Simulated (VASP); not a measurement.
A run of VASP 6.6.1 is set up as follows.

INCAR

```
SYSTEM = P
PREC = Accurate ; ENCUT = 500
EDIFF = 1E-6 ; ISMEAR = -1
SIGMA = 0.05 ; LREAL = .FALSE.
LASPH = .TRUE. ; NELM = 120
ALGO = Normal ; ISIF = 2
LWAVE = .FALSE. ; LCHARG = .FALSE.
GGA = LIBXC ; LIBXC1 = GGA_X_B88
LIBXC2 = GGA_C_PBE ; NBANDS = 18
GGA_COMPAT = .FALSE.
```

File KPOINTS:

```
regular mesh
0
G
  8 8 6
  0 0 0
```

Contents of POSCAR:

```
P
1.0
    1.6477431250     -5.4650377250      0.0000000000
    1.6477431250      5.4650377250      0.0000000000
    0.0000000000      0.0000000000      4.5436355900
P
4
Direct
    0.9041431300      0.0958568700      0.5888151700
    0.5958568700      0.4041431300      0.0888151700
    0.4041431300      0.5958568700      0.9111848300
    0.0958568700      0.9041431300      0.4111848300
```

Potentials or basis: VASP PAW PBE potentials, release 64 (P).

The run is started by

```console
$ cat potpaw_PBE.64/P/POTCAR > POTCAR
$ mpirun -np 1 vasp_std > vasp.out
```

Question: Predict the pressure.

Answer: 1.8 GPa.

Question: Predict the band gap on the k mesh.

Answer: 0.12 eV.

Question: What does it give for the largest force?

Answer: 0.296 eV/Å.

Forces on the atoms (eV/Å):
```
P    0.000  0.141 -0.260
P    0.000 -0.141 -0.260
P    0.000  0.141  0.260
P    0.000 -0.141  0.260
```

Caveat: semilocal functionals underestimate gaps, and a narrow one can read as zero; the PAW data sets were made with another functional, which shifts forces and pressure a little. A k mesh can miss the band edges.
